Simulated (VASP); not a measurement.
Runs of VASP 6.6.1 on Bi. The structure is that of space group Pm-3m (No. 221), or close to it. The cells are those of the table. 

```csv
task,cell,gap on the mesh (eV),pressure (GPa)
single point,"a = 3.013 Å, 1 atom",none,15.2
single point,"a = 2.843 Å, 1 atom",none,45.5
single point,"a = 2.913 Å, 1 atom",none,(a)
relaxation of cell and atoms,"relaxed from a = 3.380 Å, 1 atom",none,0.0
single point,"a = 3.200 Å, 1 atom",none,0.1
relaxation of cell and atoms,"relaxed to 30 GPa from a = 3.380 Å, 1 atom",none,30.0
relaxation of cell and atoms,"relaxed to 15 GPa from a = 3.380 Å, 1 atom",none,14.9
```

Alike in all rows: level LDA; potentials or basis VASP PAW LDA potentials, release 64 (Bi_d); no spin polarisation; k mesh 5 × 5 × 5; cutoff (eV) 500; smearing gaussian 0.1 eV.

Estimate the missing entries.

(a) 30.3.

Caveats: all runs use coarse meshes; spin-orbit coupling is left out, which moves the levels of the heavy elements; the cell is relaxed towards a set pressure, so the enthalpy falls and the energy may rise (some runs).

A k mesh can miss the band edges, and the runs leave out spin-orbit coupling on Bi.

A gap of «none» marks levels without a gap at the run's occupations.
